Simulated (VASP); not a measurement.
Wanted: the native input for a VASP 6.6.1 run.

| Quantity | Value |
| --- | --- |
| Task | single point |
| Functional | BLYP |
| Potentials or basis | VASP PAW PBE potentials, release 64 (Sc_sv) |
| Cutoff | 520 eV |
| k mesh | 12 × 12 × 12 |
| Occupations | fermi-dirac, width 0.1 eV |
| Spin | no spin polarisation |
| Dipole correction | no |
| Further INCAR settings | ALGO = Normal; EDIFF = 1e-06; NBANDS = 12 |

The structure of Sc lies in POSCAR:

```
Sc
1.0
    3.1141670660      0.0000000000      0.0000000000
    0.0000000000      3.1141670660      0.0000000000
    0.0000000000      0.0000000000      3.1141670660
Sc
1
Direct
    0.0000000000      0.0000000000      0.0000000000
```

This cell differs from its parent crystal: volume scaled by 1.12.

These files were run (other wordings do the same):

INCAR

```
SYSTEM = Sc
PREC = Accurate ; ENCUT = 520
EDIFF = 1E-6 ; ISMEAR = -1
SIGMA = 0.1 ; LREAL = .FALSE.
LASPH = .TRUE. ; NELM = 100
ALGO = Normal ; ISIF = 2
LWAVE = .FALSE. ; LCHARG = .TRUE.
GGA = B5 ; ALDAX = 1.0
AGGAX = 1.0 ; AGGAC = 1.0
ALDAC = 0.0 ; LELF = .TRUE.
LVHAR = .TRUE. ; NBANDS = 12
```

KPOINTS

```
Automatic mesh
0
G
  12 12 12
  0 0 0
```

Potentials or basis: VASP PAW PBE potentials, release 64 (Sc_sv).

Command:

```console
$ cat potpaw_PBE.64/Sc_sv/POTCAR > POTCAR
$ mpirun -np 1 vasp_std > vasp.out
```

Results of the run:

```yaml
Pressure: -3.1 GPa
```

Caveat: the PAW data sets were made with another functional, which shifts forces and pressure a little.

Run time: 18 s on 1 thread of AMD EPYC 9R14 (Zen 4) (shared host), peak memory 0.12 GiB.
